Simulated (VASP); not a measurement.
Write the native input for VASP 6.6.1 that does the following.

```
Task                   : single point
Functional             : PBE
Potentials or basis    : VASP PAW PBE potentials, release 64 (F)
Cutoff                 : 520 eV
k mesh                 : 18 × 18 × 10
Occupations            : fermi-dirac, width 0.05 eV
Spin                   : no spin polarisation
Dipole correction      : no
Further INCAR settings : ALGO = Normal; EDIFF = 1e-06; NBANDS = 14
```

The structure of F lies in POSCAR:

```
F
1.0
    2.6826912279      0.0000000000      0.0000000000
   -1.3413456140      2.3232787539      0.0000000000
    0.0000000000      0.0000000000      2.8940946812
F
2
Direct
    0.3333333333      0.6666666667      0.2500000000
    0.6666666667      0.3333333333      0.7500000000
```

This cell differs from its parent crystal: volume scaled by 0.85.

One way to write it, as run:

INCAR

```
SYSTEM = F
PREC = Accurate
ENCUT = 520
EDIFF = 1E-6
ISMEAR = -1
SIGMA = 0.05
LREAL = .FALSE.
LASPH = .TRUE.
NELM = 60
ALGO = Normal
ISIF = 2
LWAVE = .FALSE.
LCHARG = .FALSE.
GGA = PE
NBANDS = 14
```

KPOINTS

```
regular mesh
0
G
  18 18 10
  0 0 0
```

Potentials or basis: VASP PAW PBE potentials, release 64 (F).

Command:

```bash
$ cat potpaw_PBE.64/F/POTCAR > POTCAR
$ mpirun -np 1 vasp_std > vasp.out
```

It gave:

```yaml
Pressure: 11.3 GPa
Band_gap_on_the_k_mesh: zero (band 7 reaches -1.21 eV, above the bottom of band 8 at -2.96 eV)
```

It took 47 s on 1 thread of AMD EPYC 7R13 Processor (Zen 3) (shared host), peak memory 0.12 GiB.
